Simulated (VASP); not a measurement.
Here is a VASP 6.6.1 calculation.

The input INCAR:

```
SYSTEM = B
PREC = Accurate ; ENCUT = 520
EDIFF = 1E-6 ; ISMEAR = -1
SIGMA = 0.1 ; LREAL = .False.
LASPH = .True. ; NELM = 80
ALGO = Normal ; ISIF = 2
LWAVE = .False. ; LCHARG = .True.
GGA = PE ; LELF = .True.
LVHAR = .True. ; NBANDS = 8
```

File KPOINTS:

```
regular mesh
0
Gamma
  27 27 27
  0 0 0
```

The input POSCAR:

```
B
1.0
   -0.9664153699      0.9664153699      0.9664153699
    0.9664153699     -0.9664153699      0.9664153699
    0.9664153699      0.9664153699     -0.9664153699
B
1
Direct
    0.0000000000      0.0000000000      0.0000000000
```

Potentials or basis: VASP PAW PBE potentials, release 64 (B).

Launch:

```console
$ cat potpaw_PBE.64/B/POTCAR > POTCAR
$ mpirun -np 1 vasp_std > vasp.out
```

**Question.** Predict the pressure.

**Answer.** 330.3 GPa.
